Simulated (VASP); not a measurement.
Wanted: the native input for a VASP 6.6.1 run.

| Quantity | Value |
| --- | --- |
| Task | single point |
| Functional | PBE |
| Potentials or basis | VASP PAW PBE potentials, release 64 (Li_sv, Cl) |
| Cutoff | 520 eV |
| k mesh | 6 × 6 × 4 |
| Occupations | gaussian, width 0.01 eV |
| Spin | no spin polarisation |
| Dipole correction | no |
| Further INCAR settings | ALGO = Normal; EDIFF = 1e-07; NBANDS = 18 |

The structure of LiCl lies in POSCAR:

```
LiCl
1.0
    3.6004987342      0.0000000000      0.0000000000
   -1.8002493671      3.1181233701      0.0000000000
    0.0000000000      0.0000000000      6.0707120017
Li Cl
2 2
Direct
    0.0000000000      0.0000000000      0.0000000000
    0.0000000000      0.0000000000      0.5000000000
    0.3333333333      0.6666666667      0.2500000000
    0.6666666667      0.3333333333      0.7500000000
```

One way to write it, as run:

INCAR

```
SYSTEM = LiCl
  PREC = Accurate
  ENCUT = 520
  EDIFF = 1E-7
  ISMEAR = 0
  SIGMA = 0.01
  LREAL = .False.
  LASPH = .True.
  NELM = 80
  ALGO = Normal
  ISIF = 2
  LWAVE = .False.
  LCHARG = .False.
  GGA = PE
  NBANDS = 18
```

KPOINTS

```
regular mesh
0
Gamma
  6 6 4
  0 0 0
```

Potentials or basis: VASP PAW PBE potentials, release 64 (Li_sv, Cl).

Launch:

```bash
$ cat potpaw_PBE.64/Li_sv/POTCAR potpaw_PBE.64/Cl/POTCAR > POTCAR
$ mpirun -np 1 vasp_std > vasp.out
```

Results of the run:

* Band gap on the k mesh: 6.24 eV, direct

Run time: 17 s on 1 thread of Intel(R) Xeon(R) Platinum 8559C (Emerald Rapids) (shared host), peak memory 0.17 GiB.
